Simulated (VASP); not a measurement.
Here is a VASP 6.6.1 calculation.

INCAR

```
PREC = Accurate ; ENCUT = 520
EDIFF = 1E-6 ; ISMEAR = 0
SIGMA = 0.1 ; LREAL = False
LASPH = True ; NELM = 80
ALGO = Fast ; ISIF = 2
LWAVE = False ; LCHARG = False
GGA = PS ; NBANDS = 18
```

Contents of KPOINTS:

```
regular mesh
0
Gamma
  14 14 12
```

POSCAR

```
CuAu
1.0
    2.8109022578      0.0000000000      0.0000000000
    0.0000000000      2.8109022578      0.0000000000
    0.0000000000      0.0000000000      3.4894920388
Cu Au
1 1
Direct
    0.5000000000      0.5000000000      0.5000000000
    0.0000000000      0.0000000000      0.0000000000
```

Potentials or basis: VASP PAW PBE potentials, release 64 (Cu, Au).

The run is started by

```bash
$ cat potpaw_PBE.64/Cu/POTCAR potpaw_PBE.64/Au/POTCAR > POTCAR
$ mpirun -np 1 vasp_std > vasp.out
```

(1) Estimate the pressure.

(2) Estimate the band gap on the k mesh.

Results:

(1) 5.9 GPa.

(2) zero (bands 11 and 12 overlap by 7.48 eV).

Caveat: the cell stands under pressure; the PAW data sets were made with another functional, which shifts forces and pressure a little; spin-orbit coupling is left out, which moves the levels of the heavy elements.
